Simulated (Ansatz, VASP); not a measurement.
**Al2Cu: VASP beside Ansatz**

```
Al Cu
1.0
    -2.84670    2.84670    2.43795
     2.84670   -2.84670    2.43795
     2.84670    2.84670   -2.43795
Al Cu
4 2
Direct
  0.15932 0.65932 0.81864
  0.65932 0.84068 0.50000
  0.84068 0.34068 0.18136
  0.34068 0.15932 0.50000
  0.75000 0.75000 0.00000
  0.25000 0.25000 0.00000
```

Alike in both runs: task single point; functional PBEsol; k mesh 10 × 10 × 10; occupations gaussian, width 0.15 eV; no spin polarisation.

```csv
,VASP,Ansatz
version,VASP 6.6.1,Ansatz 0.2.0
potentials or method,"VASP PAW PBE potentials, release 64 (Al, Cu), cutoff 520 eV","scalar-relativistic, plane waves, PAW"
valence electrons in the cell,34,50
```

|  | VASP | Ansatz | Ansatz less VASP |
| --- | --- | --- | --- |
| gap on the k mesh at the Fermi level (eV) | none | none | - |
| pressure (GPa) | 13.1 | 12.9 | -0.25 |
| traceless stress, the component that is largest in VASP (GPa) | -6.77 | -6.84 | -0.072 |
| rms of the force components (eV/Å) | 0.083 | 0.083 | +0.0001 |

VASP's potentials were made for PBE, not for PBEsol, and Ansatz warns of the same on its side. Atom by atom the forces differ by 0.000 eV/Å (rms over components). A gap of «none» marks a metal or a gap that the smearing closes. VASP's potentials hold 34 valence electrons a cell and Ansatz's 50, so a difference there can come from the potentials and not from the codes.
